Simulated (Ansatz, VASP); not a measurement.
# Li2S: VASP beside Ansatz

```
Li S
1.0
     0.00000    2.58440    2.58440
     2.58440    0.00000    2.58440
     2.58440    2.58440    0.00000
Li S
2 1
Cartesian
  1.2922 1.2922 1.2922
  3.8766 3.8766 3.8766
  0.0000 0.0000 0.0000
```

Alike in both runs: functional PBEsol; k mesh 9 × 9 × 9; occupations fermi-dirac, width 0.03 eV; no spin polarisation.

Ansatz relaxed the structure, and its values are those at the end. VASP's run is a single point on that final structure, the one shown.

```csv
,VASP,Ansatz
version,VASP 6.6.1,Ansatz 0.2.0
potentials or method,"VASP PAW PBE potentials, release 64 (Li_sv, S)","PAW with Ansatz's default frozen-core files, scalar-relativistic"
plane-wave cutoff (eV),750,420
valence electrons in the cell,12,12
```

```csv
,VASP,Ansatz,Ansatz less VASP
gap on the k mesh at the Fermi level (eV),2.98,2.98,0.000
pressure (GPa),19.3,19.1,-0.24
```

VASP's potentials were made for PBE, not for PBEsol. Ansatz's warnings: stress scf threshold loose.
